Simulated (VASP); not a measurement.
Here is a VASP 6.6.1 calculation.

The input POSCAR:

```
Au
1.0
    2.9646359904      0.0000000000      0.0000000000
   -1.4823179952      2.5674500806      0.0000000000
    0.0000000000      0.0000000000      5.0861715094
Au
2
Direct
    0.3333333333      0.6666666667      0.7500000000
    0.6666666667      0.3333333333      0.2500000000
```

Contents of INCAR.step1:

```
SYSTEM = Au
PREC = Accurate
ENCUT = 550
ISMEAR = 0
SIGMA = 0.1
LREAL = .False.
LASPH = .True.
NELM = 120
GGA = PE
ALGO = Normal
EDIFF = 1E-5
LWAVE = .True.
LCHARG = .False.
GGA_COMPAT = .False.
IBRION = 2
ISIF = 3
EDIFFG = -0.005
NELMIN = 4
NSW = 100
```

INCAR.step2

```
SYSTEM = Au
PREC = Accurate
ENCUT = 550
EDIFF = 1E-7
ISMEAR = 0
SIGMA = 0.1
LREAL = .False.
LASPH = .True.
NELM = 120
ALGO = Normal
ISIF = 4
LWAVE = .False.
LCHARG = .False.
METAGGA = R2SCAN
LMIXTAU = .True.
IBRION = 2
NSW = 50
EDIFFG = -0.01
ISTART = 1
GGA_COMPAT = .False.
NELMIN = 4
```

Contents of KPOINTS:

```
Automatic mesh
0
Gamma
  18 18 10
  0 0 0
```

Potentials or basis: VASP PAW PBE potentials, release 64 (Au).

The run is started by

```sh
$ cat potpaw_PBE.64/Au/POTCAR > POTCAR
$ cp INCAR.step1 INCAR
$ mpirun -np 1 vasp_std > vasp.out
$ cp INCAR.step2 INCAR
$ mpirun -np 1 vasp_std > vasp.out
```

Estimate the band gap on the k mesh.

zero (bands 11 and 12 overlap by 6.54 eV).

Final structure:
```cif
data_structure
_symmetry_space_group_name_H-M 'P 1'
_symmetry_Int_Tables_number 1
_cell_length_a 2.9522
_cell_length_b 2.9522
_cell_length_c 5.1293
_cell_angle_alpha 90.000
_cell_angle_beta 90.000
_cell_angle_gamma 120.000
_cell_volume 38.71
loop_
_atom_site_label
_atom_site_type_symbol
_atom_site_fract_x
_atom_site_fract_y
_atom_site_fract_z
_atom_site_occupancy
Au1 Au 0.33333 0.66667 0.75000 1
Au2 Au 0.66667 0.33333 0.25000 1
```

Caveat: spin-orbit coupling is left out, which moves the levels of the heavy elements.
